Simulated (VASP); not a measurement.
Here is a VASP 6.6.1 calculation.

Contents of POSCAR:

```
PbSe2
1.0
    0.0000000000      3.5132647308      3.5132647308
    3.5132647308      0.0000000000      3.5132647308
    3.5132647308      3.5132647308      0.0000000000
Pb Se
1 2
Direct
    0.0000000000      0.0000000000      0.0000000000
    0.2500000000      0.2500000000      0.2500000000
    0.7500000000      0.7500000000      0.7500000000
```

The input INCAR.step1:

```
PREC     = Accurate       # precision mode
ENCUT    = 520            # plane-wave cutoff, eV
ISMEAR   = -1             # smearing method
SIGMA    = 0.03           # smearing width, eV
LREAL    = False          # projectors in reciprocal space
LASPH    = True           # aspherical terms in the spheres
NELM     = 80             # most SCF steps
NBANDS   = 20             # bands
GGA      = PE             # functional
ALGO     = Normal         # electronic algorithm
EDIFF    = 1E-4           # SCF threshold, eV
LWAVE    = True           # write WAVECAR
LCHARG   = False          # write CHGCAR
```

The input INCAR.step2:

```
PREC     = Accurate       # precision mode
ENCUT    = 520            # plane-wave cutoff, eV
EDIFF    = 1E-6           # SCF threshold, eV
ISMEAR   = -1             # smearing method
SIGMA    = 0.03           # smearing width, eV
LREAL    = False          # projectors in reciprocal space
LASPH    = True           # aspherical terms in the spheres
NELM     = 80             # most SCF steps
ALGO     = Normal         # electronic algorithm
ISIF     = 2              # what is computed and relaxed
LWAVE    = False          # write WAVECAR
LCHARG   = False          # write CHGCAR
METAGGA  = R2SCAN         # meta-GGA
LMIXTAU  = True         
LUSE_VDW = True         
IVDW_NL  = 2            
BPARAM   = 11.95        
CPARAM   = 0.0093       
NBANDS   = 20             # bands
ISTART   = 1
```

File KPOINTS:

```
Automatic mesh
0
Gamma
  8 8 8
```

Potentials or basis: VASP PAW PBE potentials, release 64 (Pb_d, Se).

Run with:

```bash
$ cat potpaw_PBE.64/Pb_d/POTCAR potpaw_PBE.64/Se/POTCAR > POTCAR
$ cp INCAR.step1 INCAR
$ mpirun -np 1 vasp_std > vasp.out
$ cp INCAR.step2 INCAR
$ mpirun -np 1 vasp_std > vasp.out
```

(1) Predict the pressure.

(2) Estimate the band gap on the k mesh.

Answers

(1) 0.1 GPa.

(2) zero (band 13 reaches 3.70 eV, above the bottom of band 14 at 2.17 eV).

Caveat: the PAW data sets were made with another functional, which shifts forces and pressure a little; spin-orbit coupling is left out, which moves the levels of the heavy elements.
